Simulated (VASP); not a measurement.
Mg, 2 atoms in the cell. The typed cell holds 2 atoms: a = 3.209 Å, b = 3.209 Å, c = 5.210 Å, α = 90.00°, β = 90.00°, γ = 120.00°.  This cell differs from its parent crystal: atoms moved at random.

- Program: VASP 6.6.1
- Task: single point
- Functional: PBEsol
- Potentials or basis: VASP PAW PBE potentials, release 64 (Mg)
- Cutoff: 520 eV
- k mesh: 10 × 10 × 5
- Occupations: fermi-dirac, width 0.05 eV
- Spin: no spin polarisation
- Dipole correction: no
- Further INCAR settings: ALGO = Normal; EDIFF = 1e-06; NBANDS = 9

Potentials or basis: VASP PAW PBE potentials, release 64 (Mg).

Launch:

```console
$ cat potpaw_PBE.64/Mg/POTCAR > POTCAR
$ mpirun -np 1 vasp_std > vasp.out
```

Hardware: 1 thread of Intel Xeon 8259CL, with other jobs on the host.

Question: Estimate the wall time of this run.

Answer: Wall time 95 s on 1 thread of Intel Xeon 8259CL, on a shared host, peak memory 0.23 GiB. Counts: scf iterations 9, k points 252.
